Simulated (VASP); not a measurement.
Here is a VASP 6.6.1 calculation.

INCAR

```
SYSTEM = CdSe
PREC = Accurate ; ENCUT = 520
EDIFF = 1E-7 ; ISMEAR = -1
SIGMA = 0.02 ; LREAL = .FALSE.
LASPH = .TRUE. ; NELM = 60
ALGO = Normal ; ISIF = 2
LWAVE = .FALSE. ; LCHARG = .FALSE.
GGA = PE ; NBANDS = 16
```

File KPOINTS:

```
regular mesh
0
G
  8 8 8
  0 0 0
```

File POSCAR:

```
CdSe
1.0
    0.0000000000      3.1680974023      2.9121943623
    3.1680974023      0.0000000000      2.9121943623
    3.1680974023      3.1680974023      0.0000000000
Cd Se
1 1
Direct
    0.0000000000      0.0000000000      0.0000000000
    0.2500000000      0.2500000000      0.2500000000
```

Potentials or basis: VASP PAW PBE potentials, release 64 (Cd, Se).

Command:

```sh
$ cat potpaw_PBE.64/Cd/POTCAR potpaw_PBE.64/Se/POTCAR > POTCAR
$ mpirun -np 1 vasp_std > vasp.out
```

Problem. What does it give for the band gap on the k mesh?

Solution. 0.37 eV, direct.

Problem. Estimate the pressure.

Solution. 0.9 GPa.

Stress tensor (GPa, compression positive):
```
0.52 0.00 0.00
0.00 0.52 0.00
0.00 0.00 1.68
```

Caveat: the cell differs from its parent crystal (epitaxial xy strain +3.3%).
